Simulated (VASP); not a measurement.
**MgS5: single point with PBE**

The system is MgS5.

```
Mg S
1.0
     4.70362    0.00000    0.00000
    -2.35181    4.07345    0.00000
     0.00000    0.00000    9.21816
Mg S
1 5
Cartesian
  0.0000 0.0000 4.6091
  2.3518 0.0000 0.0000
  -1.1759 2.0367 0.0000
  1.1759 2.0367 0.0000
  0.0000 0.0000 6.8956
  0.0000 0.0000 2.3226
```

```json
{
  "Program": "VASP 6.6.1",
  "Task": "single point",
  "Functional": "PBE",
  "Potentials or basis": "VASP PAW PBE potentials, release 64 (Mg, S)",
  "Cutoff": "520 eV",
  "k mesh": "12 × 12 × 4",
  "Occupations": "gaussian, width 0.1 eV",
  "Spin": "no spin polarisation",
  "Dipole correction": "no",
  "Further INCAR settings": "ALGO = Normal; EDIFF = 1e-06; NBANDS = 25"
}
```

```json
{
 "Pressure": "-0.1 GPa",
 "Largest force": "0.009 eV/Å",
 "Band gap on the k mesh": "zero (band 16 reaches 0.95 eV, above the bottom of band 17 at 0.61 eV)"
}
```

Forces on the atoms (eV/Å):
```
Mg   0.000  0.000  0.000
S    0.000  0.000  0.000
S    0.000  0.000  0.000
S    0.000  0.000  0.000
S    0.000  0.000 -0.009
S    0.000  0.000  0.009
```

Levels at points of the mesh, in eV from the Fermi level:
| k point | band 14 | band 15 | band 16 | band 17 | band 18 | band 19 |
| --- | --- | --- | --- | --- | --- | --- |
| (0.00, 0.00, 0.00) | -0.16 | -0.16 | -0.08 | -0.08 | 2.13 | 4.32 |
| (0.50, 0.00, 0.00) | -1.03 | -0.70 | -0.62 | -0.09 | -0.09 | 0.69 |
| (0.00, 0.00, 0.50) | -0.16 | -0.16 | 0.02 | 0.02 | 2.68 | 4.32 |
| (0.50, 0.00, 0.50) | -1.26 | -0.78 | -0.44 | -0.21 | 0.02 | 0.59 |

Run time: 3.9 min on 1 thread of Intel Xeon 6975P-C, on a shared host, peak memory 0.41 GiB.
